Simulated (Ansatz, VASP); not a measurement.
# Two plane-wave programs on Ta3BeAl

```xyz
5
Lattice="4.6611 0.0000 0.0000 0.0000 4.6611 0.0000 0.0000 0.0000 4.6611" Properties=species:S:1:pos:R:3 pbc="T T T"
Ta    0.0000    2.3306    2.3306
Ta    2.3306    0.0000    2.3306
Ta    2.3306    2.3306    0.0000
Be    0.0000    0.0000    0.0000
Al    2.3306    2.3306    2.3306
```

Alike in both runs: functional PBE; k mesh 8 × 8 × 8; occupations gaussian, width 0.1 eV; no spin polarisation.

Ansatz relaxed the structure, and its values are those at the end. VASP's run is a single point on that final structure, the one shown.

|  | VASP | Ansatz |
| --- | --- | --- |
| version | VASP 6.6.1 | Ansatz 0.2.0 |
| potentials or method | VASP PAW PBE potentials, release 64 (Ta_pv, Be, Al), cutoff 520 eV | scalar-relativistic, plane waves, PAW |
| valence electrons in the cell | 38 | 44 |

```csv
,VASP,Ansatz,Ansatz less VASP
gap on the k mesh at the Fermi level (eV),none,none,-
pressure (GPa),0.0,0.0,-0.04
```

A gap of «none» marks a metal or a gap that the smearing closes. VASP's potentials hold 38 valence electrons a cell and Ansatz's 44, so a difference there can come from the potentials and not from the codes.

Spin-orbit coupling is off throughout.
